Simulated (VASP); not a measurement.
Wanted: the native input for a VASP 6.6.1 run.

```yaml
Task: single point
Functional: PBE
Potentials_or_basis: VASP PAW PBE potentials, release 64 (Al, Ni)
Cutoff: 520 eV
k_mesh: 14 × 14 × 14
Occupations: gaussian, width 0.15 eV
Spin: collinear spin, ferromagnetic start
Starting_moments: "[0.0, 0.5, 0.5, 0.5] μB"
Fixed_moment: 1.5 μB
Dipole_correction: no
Further_INCAR_settings: ALGO = Normal; EDIFF = 1e-07; NBANDS = 28
```

The structure of AlNi3 lies in POSCAR:

```
AlNi3
1.0
    0.0000000000      2.8358889503      2.8358889503
    2.8358889503      0.0000000000      2.8358889503
    2.8358889503      2.8358889503      0.0000000000
Al Ni
1 3
Direct
    0.5000000000      0.5000000000      0.5000000000
    0.2500000000      0.2500000000      0.2500000000
    0.0000000000      0.0000000000      0.0000000000
    0.7500000000      0.7500000000      0.7500000000
```

One way to write it, as run:

INCAR

```
PREC     = Accurate       # precision mode
ENCUT    = 520            # plane-wave cutoff, eV
EDIFF    = 1E-7           # SCF threshold, eV
ISMEAR   = 0              # smearing method
SIGMA    = 0.15           # smearing width, eV
LREAL    = F              # projectors in reciprocal space
LASPH    = T              # aspherical terms in the spheres
NELM     = 150            # most SCF steps
ALGO     = Normal         # electronic algorithm
ISIF     = 2              # what is computed and relaxed
LWAVE    = F              # write WAVECAR
LCHARG   = F              # write CHGCAR
ISPIN    = 2              # spin polarisation
MAGMOM   = 0 0.5 0.5 0.5  # initial moments
LORBIT   = 11             # projections on sites
NUPDOWN  = 1.5            # fixed moment
LMAXMIX  = 4              # l up to which the mixer works
GGA      = PE             # functional
NBANDS   = 28             # bands
```

KPOINTS

```
regular mesh
0
Gamma
  14 14 14
```

Potentials or basis: VASP PAW PBE potentials, release 64 (Al, Ni).

Run with:

```console
$ cat potpaw_PBE.64/Al/POTCAR potpaw_PBE.64/Ni/POTCAR > POTCAR
$ mpirun -np 1 vasp_std > vasp.out
```

It gave:

| Property | Result |
| --- | --- |
| Pressure | 1.9 GPa |
| Net moment | 1.50 μB per cell |
| Site moments | Al +0.01; Ni +0.44, +0.58 (each value once) μB |
| Valence electrons inside the program's atomic spheres | Al 0.81; Ni 9.39, 9.32 (each value once) |

Caveat: the total moment is fixed, so each spin has its own Fermi level and the state may be an excited one.

It took 3.6 min on 1 thread of Oxide Virtual Turin-like Processor, on a shared host, peak memory 0.29 GiB.
